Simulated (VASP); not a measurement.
A run of VASP 6.6.1 is set up as follows.

The input POSCAR:

```
PbO
1.0
    3.9900000000      0.0000000000      0.0000000000
    0.0000000000      3.9900000000      0.0000000000
    0.0000000000      0.0000000000      5.0100000000
Pb O
2 2
Direct
    0.0000000000      0.5000000000      0.2400000000
    0.5000000000      0.0000000000      0.7600000000
    0.0000000000      0.0000000000      0.0000000000
    0.5000000000      0.5000000000      0.0000000000
```

The input INCAR.step1:

```
PREC     = Accurate       # precision mode
ENCUT    = 600            # plane-wave cutoff, eV
ISMEAR   = -1             # smearing method
SIGMA    = 0.02           # smearing width, eV
LREAL    = F              # projectors in reciprocal space
LASPH    = T              # aspherical terms in the spheres
NELM     = 60             # most SCF steps
GGA      = PE             # functional
ALGO     = Normal         # electronic algorithm
EDIFF    = 1E-4           # SCF threshold, eV
LWAVE    = T              # write WAVECAR
LCHARG   = F              # write CHGCAR
```

The input INCAR.step2:

```
PREC     = Accurate       # precision mode
ENCUT    = 600            # plane-wave cutoff, eV
EDIFF    = 1E-6           # SCF threshold, eV
ISMEAR   = -1             # smearing method
SIGMA    = 0.02           # smearing width, eV
LREAL    = F              # projectors in reciprocal space
LASPH    = T              # aspherical terms in the spheres
NELM     = 60             # most SCF steps
ALGO     = Normal         # electronic algorithm
ISIF     = 3              # what is computed and relaxed
LWAVE    = F              # write WAVECAR
LCHARG   = F              # write CHGCAR
METAGGA  = R2SCAN         # meta-GGA
LMIXTAU  = T            
IBRION   = 2              # ionic algorithm
NSW      = 80             # ionic steps
EDIFFG   = -0.01          # ionic threshold
ISTART   = 1
```

The input KPOINTS:

```
regular mesh
0
Gamma
  8 8 6
```

Potentials or basis: VASP PAW PBE potentials, release 64 (Pb_d, O).

Run with:

```console
$ cat potpaw_PBE.64/Pb_d/POTCAR potpaw_PBE.64/O/POTCAR > POTCAR
$ cp INCAR.step1 INCAR
$ mpirun -np 1 vasp_std > vasp.out
$ cp INCAR.step2 INCAR
$ mpirun -np 1 vasp_std > vasp.out
```

**Question.** Predict the relaxed volume.

**Answer.** 21.05 Å³/atom.

**Question.** Predict the space group after relaxing (to 0.1 Å).

**Answer.** P4/nmm (No. 129).

**Question.** Predict the relaxed cell.

**Answer.** a = 3.998 Å, b = 3.998 Å, c = 5.268 Å, α = 90.00°, β = 90.00°, γ = 90.00°.

**Question.** What does it give for the band gap on the k mesh?

**Answer.** 1.78 eV (least direct gap 2.55 eV).

Step by step:
| step | energy change (eV) | largest force (eV/Å) | pressure (GPa) | volume (Å³) |
| --- | --- | --- | --- | --- |
| 1 | 0.0000 | 0.2922 | 0.13 | 79.76 |
| 2 | -0.0056 | 0.0650 | 0.65 | 79.94 |
| 3 | -0.0061 | 0.0300 | 0.90 | 80.02 |
| 4 | -0.0093 | 0.0143 | 0.20 | 81.02 |
| 5 | -0.0096 | 0.0309 | -0.05 | 81.42 |
| 6 | -0.0107 | 0.0273 | -0.04 | 81.59 |
| 7 | -0.0136 | 0.0168 | 0.00 | 82.09 |
| 8 | -0.0170 | 0.0075 | 0.11 | 83.09 |
| 9 | -0.0151 | 0.0651 | 0.47 | 85.03 |
| 10 | -0.0175 | 0.0379 | 0.28 | 83.78 |
| 11 | -0.0139 | 0.2218 | -1.02 | 85.38 |
| 12 | -0.0177 | 0.0137 | 0.02 | 84.09 |
| 13 | -0.0177 | 0.0005 | -0.02 | 84.19 |

Caveat: the PAW data sets were made with another functional, which shifts forces and pressure a little; spin-orbit coupling is left out, which moves the levels of the heavy elements. r2SCAN opens gaps a little over a GGA but as a rule still falls short of measured ones.
